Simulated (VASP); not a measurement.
# WC (P-6m2) in VASP: a series of runs

Runs on WC. Level: PBE. Tasks: single point.

Everything below comes from runs of VASP 6.6.1. Logs are shortened: lines on timing, memory, paths and dates and some standing lists are left out, and cuts for length are marked.

### 1 The cell of the first run

The structure is hexagonal, space group P-6m2 (No. 187). Conventional cell: a = 2.688 Å, b = 2.688 Å, c = 3.075 Å, α = 90.00°, β = 90.00°, γ = 120.00°. W (site symmetry -6m2) has 6 C at 2.18 Å and 6 W at 2.69 Å within 2.9 Å. Within 2.9 Å of C (site symmetry -6m2) lie 6 W at 2.18 Å and 6 C at 2.69 Å.

### 2 Single point, PBE (strain -0.080 along x and y, +0.080 along z)

Input file INCAR:

```
SYSTEM = WC
  PREC = Accurate
  ENCUT = 520
  EDIFF = 1E-6
  ISMEAR = 0
  SIGMA = 0.15
  LREAL = .FALSE.
  LASPH = .TRUE.
  NELM = 80
  ALGO = Normal
  ISIF = 2
  LWAVE = .FALSE.
  LCHARG = .FALSE.
  GGA = PE
  NBANDS = 16
```

Input file KPOINTS:

```
Automatic mesh
0
G
  24 24 22
  0 0 0
```

Input file POSCAR:

```
WC
1.0
    2.6880299194      0.0000000000      0.0000000000
   -1.3440149597      2.3279021963      0.0000000000
    0.0000000000      0.0000000000      3.0748419522
W C
1 1
Direct
    0.0000000000      0.0000000000      0.0000000000
    0.6666666667      0.3333333333      0.5000000000
```

Potentials or basis: VASP PAW PBE potentials, release 64 (W_sv, C).

The run is started by

```bash
$ cat potpaw_PBE.64/W_sv/POTCAR potpaw_PBE.64/C/POTCAR > POTCAR
$ mpirun -np 1 vasp_std > vasp.out
```

OUTCAR:

```text
SYSTEM = WC
   PREC = Accurate
   ENCUT = 520
   EDIFF = 1E-6
   ISMEAR = 0
   LREAL = .FALSE.
   LASPH = .TRUE.
   NELM = 80
   ISIF = 2
   GGA = PE

 ion  position               nearest neighbor table
   1  0.000  0.000  0.000-   2 2.18   2 2.18   2 2.18   2 2.18   2 2.18   2 2.18
   2  0.667  0.333  0.500-   1 2.18   1 2.18   1 2.18   1 2.18   1 2.18   1 2.18

  LATTYP: Found a hexagonal cell.
 ALAT       =     2.6880299194
 C/A-ratio  =     1.1439016843

  Lattice vectors:

 A1 = (   2.6880299194,   0.0000000000,   0.0000000000)
 A2 = (  -1.3440149597,   2.3279021963,   0.0000000000)
 A3 = (   0.0000000000,   0.0000000000,   3.0748419522)

Analysis of symmetry for initial positions (statically):
=====================================================================
 Subroutine PRICEL returns:
 Original cell was already a primitive cell.

 Routine SETGRP: Setting up the symmetry group for a
 hexagonal supercell.

 Subroutine GETGRP returns: Found 12 space group operations
 (whereof 12 operations were pure point group operations)
 out of a pool of 24 trial point group operations.

The static configuration has the point symmetry D_3h.

Analysis of symmetry for dynamics (positions and initial velocities):
=====================================================================
 Subroutine PRICEL returns:
 Original cell was already a primitive cell.

 Routine SETGRP: Setting up the symmetry group for a
 hexagonal supercell.

 Subroutine GETGRP returns: Found 12 space group operations
 (whereof 12 operations were pure point group operations)
 out of a pool of 24 trial point group operations.

The dynamic configuration has the point symmetry D_3h.

 Subroutine INISYM returns: Found 12 space group operations
 (whereof 12 operations are pure point group operations),
 and found     1 'primitive' translations

----------------------------------------------------------------------------------------

                                     Primitive cell

  volume of cell :      19.2407

  direct lattice vectors                    reciprocal lattice vectors
     2.688029919  0.000000000  0.000000000     0.372019669  0.214785656  0.000000000
    -1.344014960  2.327902196  0.000000000     0.000000000  0.429571312  0.000000000
     0.000000000  0.000000000  3.074841952     0.000000000  0.000000000  0.325219968

  length of vectors
     2.688029919  2.688029919  3.074841952     0.429571312  0.429571312  0.325219968
[... 80 lines left out ...]
   NELM   =     80;   NELMIN=  2; NELMDL= -5     # of ELM steps
   EDIFF  = 0.1E-05   stopping-criterion for ELM
   LREAL  =      F    real-space projection
   EDIFFG = 0.1E-04   stopping-criterion for IOM
   NSW    =      0    number of steps for IOM
   IBRION =     -1    ionic relax: 0-MD 1-quasi-New 2-CG
   NFREE  =      0    steps in history (QN), initial steepest desc. (CG)
   ISIF   =      2    stress and relaxation
   ISYM   =      2    0-nonsym 1-usesym 2-fastsym
   POTIM  = 0.5000    time-step for ionic-motion
   TEBEG  =    0.0;   TEEND  =   0.0 temperature during run
   PSTRESS=    0.0 pullay stress
   NELECT =      18.0000    total number of electrons
   NUPDOWN=      -1.0000    fix difference up-down
   EMIN   =  10.00;   EMAX   =-10.00  energy-range for DOS
   EFERMI =   0.00;   METHOD = LEGACY
   ISMEAR =     0;   SIGMA  =   0.15  broadening in eV -4-tet -1-fermi 0-gaus
   EFERMI_NEDOS =   21; number of points for ismear=-14 and -15
   IALGO  =     38    algorithm
   IMIX   =      4    mixing-type and parameters
     AMIX     =   0.40;   BMIX     =  1.00
     AMIX_MAG =   1.60;   BMIX_MAG =  1.00
  volume/ion in A,a.u.               =       9.62        64.92
  Fermi-wavevector in a.u.,A,eV,Ry     =   1.601125  3.025687 34.879894  2.563600
  Thomas-Fermi vector in A             =   2.698152
   LORBIT       =      0    0 simple, 1 ext, 2 COOP (PROOUT), +10 PAW based schemes
   GGA     = PE    functional components
   LHFCALC =     F    Hartree Fock is set to
   AEXX    =    0.0000 exact exchange contribution
   IVDW    =     0    specifies the selected vdW correction
   LEPSILON=     F    determine dielectric tensor
   LRPA    =     F    only Hartree local field effects (RPA)
 non-spin polarized calculation
 Gauss-broadening in eV      SIGMA  =   0.15
  energy-cutoff  :      520.00
  volume of cell :       19.24
 maximum number of plane-waves:       537
 NGX is ok and might be reduce to    20
   NGX =  9   NGY =  9   NGZ = 11

 number of electron      18.0000003 magnetization

 Free energy of the ion-electron system (eV)
  ---------------------------------------------------
  ext. energy  EPLUGINS =         0.00000000
  ---------------------------------------------------
  free energy    TOTEN  =       -21.45860128 eV

  energy without entropy =      -21.45592284  energy(sigma->0) =      -21.45726206

 E-fermi :  12.3238     XC(G=0): -14.2542

 val. band max:       12.3212868732   @ k =   0.4167   0.1667   0.0000
 cond. band min:      12.3418825541   @ k =   0.2500   0.2500   0.0000
 fundamental gap:      0.0205956809
 Fermi energy:        12.3237956875

 k-point     1 :       0.0000    0.0000    0.0000
  band No.  band energies     occupation
      1     -61.6667      2.00000
      2     -25.9523      2.00000
      3     -25.1986      2.00000
      4     -25.1986      2.00000
      5      -2.8092      2.00000
      6       6.8898      2.00000
[... 433 lines left out ...]
      3     -25.6857      2.00000
      4     -25.5917      2.00000
      5       1.3601      2.00000
      6       5.0803      2.00000
[... 8 lines left out ...]
     15      26.4361      0.00000
     16      31.7693      0.00000

 [... further k-points ...]

------------------------ aborting loop because EDIFF is reached ----------------------------------------

  FORCE on cell =-STRESS in cart. coord.  units (eV):
  Direction    XX          YY          ZZ          XY          YZ          ZX
  --------------------------------------------------------------------------------------
  -------------------------------------------------------------------------------------
  Total       10.0092342     10.0092342     -4.2563468      0.0000000     -0.0000000      0.0000000
  in kB      833.4696855    833.4696855   -354.4263215      0.0000000     -0.0000000      0.0000000
  external PRESSURE =     437.5043498 kB  Pullay stress =       0.0000000 kB

 VOLUME and BASIS-vectors are now :
 -----------------------------------------------------------------------------
  energy-cutoff  :      520.00
  volume of cell :       19.24
      direct lattice vectors                 reciprocal lattice vectors
     2.688029919  0.000000000  0.000000000     0.372019669  0.214785656  0.000000000
    -1.344014960  2.327902196  0.000000000     0.000000000  0.429571312  0.000000000
     0.000000000  0.000000000  3.074841952     0.000000000  0.000000000  0.325219968

 POSITION                                       TOTAL-FORCE (eV/Angst)
 -----------------------------------------------------------------------------------
      0.00000      0.00000      0.00000        -0.000000      0.000000      0.000000
      1.34401      0.77597      1.53742         0.000000     -0.000000      0.000000
 -----------------------------------------------------------------------------------
    total drift:                               -0.000000      0.000000      0.000000

  FREE ENERGIE OF THE ION-ELECTRON SYSTEM (eV)
  ---------------------------------------------------
  free  energy   TOTEN  =       -21.4586012807 eV

  energy  without entropy=      -21.4559228354  energy(sigma->0) =      -21.45726206
```

OSZICAR:

```text
N       E                     dE             d eps       ncg     rms          rms(c)
DAV:   1     0.110295552570E+03    0.11030E+03   -0.93761E+03 23504   0.127E+03
DAV:   2    -0.211500117801E+02   -0.13145E+03   -0.12685E+03 27704   0.339E+02
DAV:   3    -0.242158536777E+02   -0.30658E+01   -0.30557E+01 26008   0.492E+01
DAV:   4    -0.242302067505E+02   -0.14353E-01   -0.14352E-01 30360   0.378E+00
DAV:   5    -0.242303022403E+02   -0.95490E-04   -0.95489E-04 26040   0.291E-01    0.362E+01
DAV:   6    -0.216588561921E+02    0.25714E+01   -0.68778E+00 29008   0.257E+01    0.109E+01
DAV:   7    -0.214992260499E+02    0.15963E+00   -0.89399E-01 26576   0.679E+00    0.851E+00
DAV:   8    -0.214590218711E+02    0.40204E-01   -0.85005E-02 27256   0.292E+00    0.570E-01
DAV:   9    -0.214587189325E+02    0.30294E-03   -0.21056E-03 25496   0.484E-01    0.137E-01
DAV:  10    -0.214586047758E+02    0.11416E-03   -0.30668E-04 29952   0.199E-01    0.237E-02
DAV:  11    -0.214586011130E+02    0.36628E-05   -0.22493E-05 26064   0.532E-02    0.278E-02
DAV:  12    -0.214586012807E+02   -0.16767E-06   -0.14470E-06 20480   0.119E-02
   1 F= -.21458601E+02 E0= -.21457262E+02  d E =-.267845E-02
```

stdout:

```text
POSCAR found type information on POSCAR W C
 POSCAR found :  2 types and       2 ions
 scaLAPACK will be used
 LDA part: xc-table for (Slater+PW92), standard interpolation
 POSCAR, INCAR and KPOINTS ok, starting setup
 FFT: planning ... GRIDC
 FFT: planning ... GRID_SOFT
 FFT: planning ... GRID
 WAVECAR not read
 entering main loop
```

Run time: 61 s. Hardware: 1 thread of Intel Xeon 6975P-C (Granite Rapids), shared host; peak memory 0.32 GiB.

Results:

| Item | Value |
| --- | --- |
| Free energy | -21.4586 eV |
| Pressure | 43.8 GPa |
| Band gap on the k mesh | zero (band 9 reaches 12.74 eV, above the bottom of band 10 at 11.66 eV) |

Stress tensor (GPa, compression positive):
```
 83.35   0.00   0.00
  0.00  83.35   0.00
  0.00   0.00 -35.44
```

Levels at points of the mesh, in eV from the Fermi level:
```csv
k point,band 5,band 6,band 7,band 8,band 9,band 10,band 11,band 12,band 13,band 14
"(0.00, 0.00, 0.00)",-15.13,-5.43,-2.62,-2.62,-1.46,3.48,3.48,5.27,5.27,8.42
"(0.50, 0.00, 0.00)",-10.97,-7.28,-5.66,-4.37,0.42,2.04,6.13,6.17,6.79,9.15
"(0.00, 0.00, 0.50)",-11.52,-9.48,-0.89,-0.89,-0.59,-0.59,0.67,5.43,5.43,10.28
"(0.50, 0.00, 0.50)",-11.76,-7.19,-4.97,-3.48,-0.02,4.16,6.05,6.58,9.38,11.50
```

Caveat: the cell differs from its parent crystal (strain -0.080 along x and y, +0.080 along z); spin-orbit coupling is left out, which moves the levels of the heavy elements.

(Part 1 of 2 ends here.)
